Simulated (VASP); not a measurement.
# Si16O (a cell with a defect) in VASP: notebook

Si16O (a cell with a defect) is run at these levels: LDA; tasks: single point.

Everything below comes from runs of VASP 6.6.1. Logs are shortened: lines on timing, memory, paths and dates and some standing lists are left out, and cuts for length are marked.

## Step 1: The cell of the first run

The cell holds a defect, 17 atoms: a = 7.679 Å, b = 7.679 Å, c = 7.679 Å, α = 60.00°, β = 60.00°, γ = 60.00°.

## Step 2: Single point, LDA, collinear spin, ferromagnetic start

INCAR reads:

```
SYSTEM = Si16O
PREC = Accurate ; ENCUT = 520
EDIFF = 1E-6 ; ISMEAR = -1
SIGMA = 0.02 ; LREAL = Auto
LASPH = .True. ; NELM = 150
ALGO = Normal ; ISIF = 2
LWAVE = .False. ; LCHARG = .True.
ISPIN = 2 ; MAGMOM = 0 0 0 0 0 0 0 0 0 0 0 0 0 0 0 0 1
LORBIT = 11 ; GGA = CA
LELF = .True. ; LVHAR = .True.
NBANDS = 53
```

KPOINTS reads:

```
regular mesh
0
Gamma
  2 2 2
  0 0 0
```

POSCAR reads:

```
Si16O
1.0
    0.0000000000      5.4300000000      5.4300000000
    5.4300000000      0.0000000000      5.4300000000
    5.4300000000      5.4300000000      0.0000000000
Si O
16 1
Direct
    0.0317311234      0.0104051565     -0.0232412523
    0.1617127072      0.1208287293      0.1134254144
    0.0195672192      0.0254051565      0.4812430939
    0.1498895028      0.1465930018      0.5917863720
    0.0256169429      0.5052117864      0.0393370166
    0.2161233886      0.6422744015      0.0491252302
    0.0017955801      0.5132504604      0.5368968692
    0.1154235727      0.6608379374      0.6653314917
    0.5371823204     -0.0224861878      0.0011418048
    0.6332780847      0.1203683241      0.1299263352
    0.5063351750     -0.0017495396      0.5120441989
    0.6423296501      0.1396961326      0.6237476980
    0.5801473297      0.4927624309     -0.0551012891
    0.6420626151      0.6062246777      0.1451933702
    0.4720441989      0.4988397790      0.5369613260
    0.6446408840      0.6285267035      0.5967955801
    0.1248987109      0.6677163904      0.2808655617
```

Potentials or basis: VASP PAW LDA potentials, release 64 (Si, O).

Launch:

```sh
$ cat potpaw_LDA.64/Si/POTCAR potpaw_LDA.64/O/POTCAR > POTCAR
$ mpirun -np 1 vasp_std > vasp.out
```

OUTCAR:

```text
SYSTEM = Si16O
   PREC = Accurate
   ENCUT = 520
   EDIFF = 1E-6
   ISMEAR = -1
   LREAL = Auto
   LASPH = .True.
   NELM = 150
   ISIF = 2
   ISPIN = 2
   LORBIT = 11
   GGA = CA

 ion  position               nearest neighbor table
   1  0.032  0.010  0.977-   6 2.35   2 2.37   4 2.41  10 2.50  17 2.56
   2  0.162  0.121  0.113-   3 2.31   9 2.36   1 2.37   5 2.44
   3  0.020  0.025  0.481-   4 2.27   2 2.31   8 2.32  12 2.37
   4  0.150  0.147  0.592-  11 2.25   3 2.27   7 2.34   1 2.41
   5  0.026  0.505  0.039-   6 2.23   8 2.36  14 2.43   2 2.44
   6  0.216  0.642  0.049-  17 1.63   5 2.23  13 2.29   1 2.35   7 3.08
   7  0.002  0.513  0.537-  17 1.76  16 2.29   4 2.34   8 2.45   6 3.08
   8  0.115  0.661  0.665-  15 2.27   3 2.32   5 2.36   7 2.45
   9  0.537  0.978  0.001-  10 2.31  14 2.33   2 2.36  12 2.38
  10  0.633  0.120  0.130-   9 2.31  13 2.39  11 2.40   1 2.50
  11  0.506  0.998  0.512-   4 2.25  16 2.33  10 2.40  12 2.44
  12  0.642  0.140  0.624-  15 2.28   3 2.37   9 2.38  11 2.44
  13  0.580  0.493  0.945-  16 2.21   6 2.29  10 2.39  14 2.42
  14  0.642  0.606  0.145-   9 2.33  13 2.42   5 2.43  15 2.47
  15  0.472  0.499  0.537-   8 2.27  12 2.28  16 2.31  14 2.47
  16  0.645  0.629  0.597-  13 2.21   7 2.29  15 2.31  11 2.33
  17  0.125  0.668  0.281-   6 1.63   7 1.76   1 2.56

  LATTYP: Found a face centered cubic cell.
 ALAT       =    10.8600000000

  Lattice vectors:

 A1 = (   0.0000000000,   5.4300000000,   5.4300000000)
 A2 = (   5.4300000000,   0.0000000000,   5.4300000000)
 A3 = (   5.4300000000,   5.4300000000,   0.0000000000)

Analysis of symmetry for initial positions (statically):
=====================================================================
 Subroutine PRICEL returns:
 Original cell was already a primitive cell.

 Routine SETGRP: Setting up the symmetry group for a
 face centered cubic supercell.

 Subroutine GETGRP returns: Found  1 space group operations
 (whereof  1 operations were pure point group operations)
 out of a pool of 48 trial point group operations.

The static configuration has the point symmetry C_1 .

Analysis of symmetry for dynamics (positions and initial velocities):
=====================================================================
 Subroutine PRICEL returns:
 Original cell was already a primitive cell.

 Routine SETGRP: Setting up the symmetry group for a
 face centered cubic supercell.

 Subroutine GETGRP returns: Found  1 space group operations
 (whereof  1 operations were pure point group operations)
 out of a pool of 48 trial point group operations.

The dynamic configuration has the point symmetry C_1 .

Analysis of structural, dynamic, and magnetic symmetry:
=====================================================================
 Subroutine PRICEL returns:
 Original cell was already a primitive cell.

 Routine SETGRP: Setting up the symmetry group for a
 face centered cubic supercell.

 Subroutine GETGRP returns: Found  1 space group operations
 (whereof  1 operations were pure point group operations)
 out of a pool of 48 trial point group operations.

The overall configuration has the point symmetry C_1 .

 Subroutine INISYM returns: Found  1 space group operations
 (whereof  1 operations are pure point group operations),
 and found     1 'primitive' translations

----------------------------------------------------------------------------------------

                                     Primitive cell

  volume of cell :     320.2060

  direct lattice vectors                    reciprocal lattice vectors
     0.000000000  5.430000000  5.430000000    -0.092081031  0.092081031  0.092081031
     5.430000000  0.000000000  5.430000000     0.092081031 -0.092081031  0.092081031
     5.430000000  5.430000000  0.000000000     0.092081031  0.092081031 -0.092081031

  length of vectors
[... 76 lines left out ...]
  0.500000  0.000000  0.500000      1.000000
   k-points           NKPTS =      8   k-points in BZ     NKDIM =      8   number of bands    NBANDS=     53
   number of dos      NEDOS =    301   number of ions     NIONS =     17
   total plane-waves  NPLWV = 216000
   dimension x,y,z NGX =    60 NGY =   60 NGZ =   60
   dimension x,y,z NGXF=   120 NGYF=  120 NGZF=  120
   ions per type =              16   1
   NGX,Y,Z   is equivalent  to a cutoff of  12.99, 12.99, 12.99 a.u.
   NGXF,Y,Z  is equivalent  to a cutoff of  25.98, 25.98, 25.98 a.u.
 SYSTEM =  Si16O
   PREC   = accura    normal or accurate (medium, high low for compatibility)
   ISTART =      0    job   : 0-new  1-cont  2-samecut
   ICHARG =      2    charge: 1-file 2-atom 10-const
   ISPIN  =      2    spin polarized calculation?
   LNONCOLLINEAR =      F non collinear calculations
   LSORBIT =      F    spin-orbit coupling
   LASPH  =      T    aspherical Exc in radial PAW
   ENCUT  =  520.0 eV  38.22 Ry    6.18 a.u.  14.28 14.28 14.28*2*pi/ulx,y,z
   NELM   =    150;   NELMIN=  2; NELMDL= -5     # of ELM steps
   EDIFF  = 0.1E-05   stopping-criterion for ELM
   LREAL  =      T    real-space projection
   EDIFFG = 0.1E-04   stopping-criterion for IOM
   NSW    =      0    number of steps for IOM
   IBRION =     -1    ionic relax: 0-MD 1-quasi-New 2-CG
   NFREE  =      0    steps in history (QN), initial steepest desc. (CG)
   ISIF   =      2    stress and relaxation
   ISYM   =      2    0-nonsym 1-usesym 2-fastsym
   POTIM  = 0.5000    time-step for ionic-motion
   TEBEG  =    0.0;   TEEND  =   0.0 temperature during run
   PSTRESS=    0.0 pullay stress
   NELECT =      70.0000    total number of electrons
   NUPDOWN=      -1.0000    fix difference up-down
   EMIN   =  10.00;   EMAX   =-10.00  energy-range for DOS
   EFERMI =   0.00;   METHOD = LEGACY
   ISMEAR =    -1;   SIGMA  =   0.02  broadening in eV -4-tet -1-fermi 0-gaus
   EFERMI_NEDOS =   21; number of points for ismear=-14 and -15
   IALGO  =     38    algorithm
   IMIX   =      4    mixing-type and parameters
     AMIX     =   0.40;   BMIX     =  1.00
     AMIX_MAG =   1.60;   BMIX_MAG =  1.00
  volume/ion in A,a.u.               =      18.84       127.11
  Fermi-wavevector in a.u.,A,eV,Ry     =   0.986199  1.863645 13.232857  0.972588
  Thomas-Fermi vector in A             =   2.117562
   LORBIT       =     11    0 simple, 1 ext, 2 COOP (PROOUT), +10 PAW based schemes
   GGA     = CA    functional components
   LHFCALC =     F    Hartree Fock is set to
   AEXX    =    0.0000 exact exchange contribution
   IVDW    =     0    specifies the selected vdW correction
   LEPSILON=     F    determine dielectric tensor
   LRPA    =     F    only Hartree local field effects (RPA)
 spin polarized calculation
  energy-cutoff  :      520.00
  volume of cell :      320.21
 maximum number of plane-waves:      8646
 NGX is ok and might be reduce to    60
   NGX = 29   NGY = 29   NGZ = 29

 number of electron      69.9999998 magnetization       0.0001165

 number of electron      69.9999998 magnetization      -0.0000427

 Free energy of the ion-electron system (eV)
  ---------------------------------------------------
  ext. energy  EPLUGINS =         0.00000000
  ---------------------------------------------------
  free energy    TOTEN  =      -100.92494840 eV

  energy without entropy =     -100.91824939  energy(sigma->0) =     -100.92159890

 E-fermi :   6.0280     XC(G=0):  -9.7530

 val. band max:        6.0190184048   @ k =   0.0000   0.0000   0.5000
 cond. band min:       6.0369106036   @ k =   0.0000   0.0000   0.0000
 fundamental gap:      0.0178921987
 Fermi energy:         6.0279749173

 spin component 1

 k-point     1 :       0.0000    0.0000    0.0000
  band No.  band energies     occupation
      1     -13.9776      1.00000
      2      -5.9532      1.00000
      3      -4.4016      1.00000
      4      -3.9772      1.00000
      5      -3.6937      1.00000
      6      -3.3665      1.00000
[... 389 lines left out ...]
     46       9.9911      0.00000
     47      10.0469      0.00000
 Fermi energy:         6.0279749173

 spin component 2

 k-point     1 :       0.0000    0.0000    0.0000
  band No.  band energies     occupation
      1     -13.9775      1.00000
      2      -5.9532      1.00000
      3      -4.4017      1.00000
      4      -3.9772      1.00000
      5      -3.6937      1.00000
      6      -3.3665      1.00000
[... 389 lines left out ...]
     46       9.9911      0.00000
     47      10.0469      0.00000
 [bands above 47 left out]

------------------------ aborting loop because EDIFF is reached ----------------------------------------

  FORCE on cell =-STRESS in cart. coord.  units (eV):
  Direction    XX          YY          ZZ          XY          YZ          ZX
  --------------------------------------------------------------------------------------
  -------------------------------------------------------------------------------------
  Total        1.1845993      2.6137465     -0.8598491      1.1780195     -0.5283291     -0.8747300
  in kB        5.9272408     13.0780970     -4.3023262      5.8943180     -2.6435386     -4.3767841
  external PRESSURE =       4.9010039 kB  Pullay stress =       0.0000000 kB

 VOLUME and BASIS-vectors are now :
 -----------------------------------------------------------------------------
  energy-cutoff  :      520.00
  volume of cell :      320.21
      direct lattice vectors                 reciprocal lattice vectors
     0.000000000  5.430000000  5.430000000    -0.092081031  0.092081031  0.092081031
     5.430000000  0.000000000  5.430000000     0.092081031 -0.092081031  0.092081031
     5.430000000  5.430000000  0.000000000     0.092081031  0.092081031 -0.092081031

 POSITION                                       TOTAL-FORCE (eV/Angst)
 -----------------------------------------------------------------------------------
      5.36030      5.47610      0.22880        -0.074845     -1.063864      0.123098
      1.27200      1.49400      1.53420         0.004360     -0.543002      0.300569
      2.75110      2.71940      0.24420         0.002680     -0.314283     -0.426878
      4.00940      4.02730      1.60990         1.567396      0.049533     -0.275110
      2.95690      0.35270      2.88240        -0.971786     -0.572224     -1.408689
      3.75430      1.44030      4.66110         0.653033     -0.449146      0.412198
[... 9 lines left out ...]
      6.65350      6.74100      6.91330        -0.327876     -0.592426      0.684428
      5.15080      2.20330      4.30390         1.352347      1.809753     -1.665141
 -----------------------------------------------------------------------------------
    total drift:                                0.006449     -0.005538     -0.000564

  FREE ENERGIE OF THE ION-ELECTRON SYSTEM (eV)
  ---------------------------------------------------
  free  energy   TOTEN  =      -100.9249484041 eV

  energy  without entropy=     -100.9182493869  energy(sigma->0) =     -100.92159890

 total charge

# of ion       s       p       d       tot
------------------------------------------
    1        0.768   0.894   0.000   1.662
    2        0.753   0.938   0.000   1.691
    3        0.750   0.975   0.000   1.725
    4        0.753   0.994   0.000   1.747
    5        0.759   0.952   0.000   1.711
    6        0.760   0.977   0.000   1.738
[... 9 lines left out ...]
   16        0.757   1.009   0.000   1.766
   17        1.562   3.560   0.000   5.122
--------------------------------------------------
tot         13.636  18.774   0.000  32.411

 magnetization (x)

# of ion       s       p       d       tot
------------------------------------------
    1        0.000  -0.000   0.000  -0.000
    2        0.000   0.000   0.000   0.000
    3        0.000   0.000   0.000   0.000
    4        0.000   0.000   0.000   0.000
    5        0.000   0.000   0.000   0.000
    6       -0.000  -0.000   0.000  -0.000
[... 9 lines left out ...]
   16        0.000   0.000   0.000   0.000
   17       -0.000   0.000   0.000   0.000
--------------------------------------------------
tot          0.000   0.000   0.000   0.000
```

It took 4.6 min on 1 thread of Intel Xeon 6975P-C (Granite Rapids), shared host; peak memory 0.48 GiB.

What came out:

| Item | Value |
| --- | --- |
| Free energy | -100.9249 eV |
| Pressure | 0.5 GPa |
| Largest force | 2.807 eV/Å |
| Band gap on the k mesh | 0.02 eV |
| Net moment | 0.00 μB per cell |
| Valence electrons inside the program's atomic spheres | Si 1.66, 1.69, 1.73, 1.75, 1.71, 1.74, 1.64, 1.67, 1.70, 1.65, 1.72, 1.77 (each value once); O 5.12 |

Forces on the atoms (eV/Å):
```
Si  -0.075 -1.064  0.123
Si   0.004 -0.543  0.301
Si   0.003 -0.314 -0.427
Si   1.567  0.050 -0.275
Si  -0.972 -0.572 -1.409
Si   0.653 -0.449  0.412
Si  -0.605 -0.242  2.151
Si  -0.185 -0.402 -1.470
Si   0.211 -0.480  0.045
Si  -0.565  0.856  0.942
Si  -0.330  0.246  1.509
Si  -0.671  0.382 -1.179
Si   1.043  1.599 -1.227
Si  -0.049  0.239  0.147
Si  -1.054 -0.522  1.337
Si  -0.328 -0.592  0.684
O    1.352  1.810 -1.665
```

Caveat: the k points lie up to 0.50 Å⁻¹ apart; the atoms stand as in a frame of molecular dynamics.

(Part 1 of 2 ends here.)
